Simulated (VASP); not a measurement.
C, 3 atoms in the cell. The structure is trigonal, space group P3_212 (No. 153). The conventional cell has a = 2.578 Å, b = 2.578 Å, c = 2.727 Å, α = 90.00°, β = 90.00°, γ = 120.00°. C (site symmetry 2) has 2 C at 1.32 Å within 1.8 Å. 

- Program: VASP 6.6.1
- Task: single point
- Functional: PBE
- Potentials or basis: VASP PAW PBE potentials, release 64 (C)
- Cutoff: 520 eV
- k mesh: 6 × 6 × 6
- Occupations: gaussian, width 0.1 eV
- Spin: no spin polarisation
- Dipole correction: no
- Further INCAR settings: ALGO = Normal; EDIFF = 1e-07; NBANDS = 13

Potentials or basis: VASP PAW PBE potentials, release 64 (C).

Command:

```console
$ cat potpaw_PBE.64/C/POTCAR > POTCAR
$ mpirun -np 1 vasp_std > vasp.out
```

Hardware: 1 thread of Intel Xeon 8259CL (shared host).

Problem. Estimate the wall time of this run.

Solution. It took 9.4 s on 1 thread of Intel Xeon 8259CL, with other jobs on the host, peak memory 0.12 GiB. Counts: scf iterations 13, k points 34.
